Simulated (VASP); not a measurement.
Wanted: the native input for a VASP 6.6.1 run.

| Item | Value |
| --- | --- |
| Task | single point |
| Functional | PBE |
| Potentials or basis | VASP PAW PBE potentials, release 64 (Tl_d) |
| Cutoff | 520 eV |
| k mesh | 7 × 7 × 10 |
| Occupations | fermi-dirac, width 0.1 eV |
| Spin | no spin polarisation |
| Dipole correction | no |
| Further INCAR settings | ALGO = Normal; EDIFF = 1e-07; NBANDS = 26 |

The structure of Tl lies in POSCAR:

```
Tl
1.0
    5.5563981802      0.0000000000      0.0000000000
   -2.7781990901      4.8119819776      0.0000000000
    0.0000000000      0.0000000000      3.4148357882
Tl
3
Direct
    1.0000000000      0.0000000000      0.0000000000
    0.3333333333      0.6666666667      0.5000000000
    0.6666666667      0.3333333333      0.5000000000
```

This isn't the form of Tl at room conditions, which is hcp.

One way to write it, as run:

INCAR

```
PREC     = Accurate       # precision mode
ENCUT    = 520            # plane-wave cutoff, eV
EDIFF    = 1E-7           # SCF threshold, eV
ISMEAR   = -1             # smearing method
SIGMA    = 0.1            # smearing width, eV
LREAL    = False          # projectors in reciprocal space
LASPH    = True           # aspherical terms in the spheres
NELM     = 60             # most SCF steps
ALGO     = Normal         # electronic algorithm
ISIF     = 2              # what is computed and relaxed
LWAVE    = False          # write WAVECAR
LCHARG   = False          # write CHGCAR
GGA      = PE             # functional
NBANDS   = 26             # bands
```

KPOINTS

```
regular mesh
0
Gamma
  7 7 10
```

Potentials or basis: VASP PAW PBE potentials, release 64 (Tl_d).

Command:

```sh
$ cat potpaw_PBE.64/Tl_d/POTCAR > POTCAR
$ mpirun -np 1 vasp_std > vasp.out
```

It gave:

```yaml
Pressure: 1.1 GPa
Band_gap_on_the_k_mesh: zero (an odd number of electrons rules out a gap without spin polarisation)
```

Caveat: spin-orbit coupling is left out, which moves the levels of the heavy elements.

It took 76 s on 1 thread of Oxide Virtual Turin-like Processor (shared host), peak memory 0.22 GiB.
